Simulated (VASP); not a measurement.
SnS2: phonons with PBE+D3(BJ)

SnS2:

```
Sn S
1.0
     3.59830    0.00000    0.00000
    -1.79915    3.11622    0.00000
     0.00000    0.00000    5.49400
Sn S
1 2
Direct
  0.00000 0.00000 0.00000
  0.66667 0.33333 0.26390
  0.33333 0.66667 0.73610
```

```
Program                : VASP 6.6.1
Task                   : phonons
Functional             : PBE
Dispersion             : D3(BJ)
Potentials or basis    : VASP PAW PBE potentials, release 64 (Sn_d, S)
Cutoff                 : 500 eV
k mesh                 : 12 × 12 × 6
Occupations            : gaussian, width 0.05 eV
Spin                   : no spin polarisation
Dipole correction      : no
Further INCAR settings : ALGO = Normal; EDIFF = 1e-08; NBANDS = 20; IBRION = 6; POTIM = 0.015; NSW = 1
```

```json
{
 "Highest phonon frequency at Γ, LO-TO splitting left out": "352 cm⁻¹",
 "Dispersion energy per atom": "-0.363 eV"
}
```

Phonon frequencies in cm⁻¹ (negative: imaginary):
| q point | frequencies |
| --- | --- |
| (0.000, 0.000, 0.000) | 0 0 0 228 228 237 237 335 352 |

It took 12 min on 1 thread of AMD EPYC 9R45 96-Core Processor (Zen 5) (shared host), peak memory 0.76 GiB.

Caveat: the cell stands under pressure or tension, which shifts response properties.
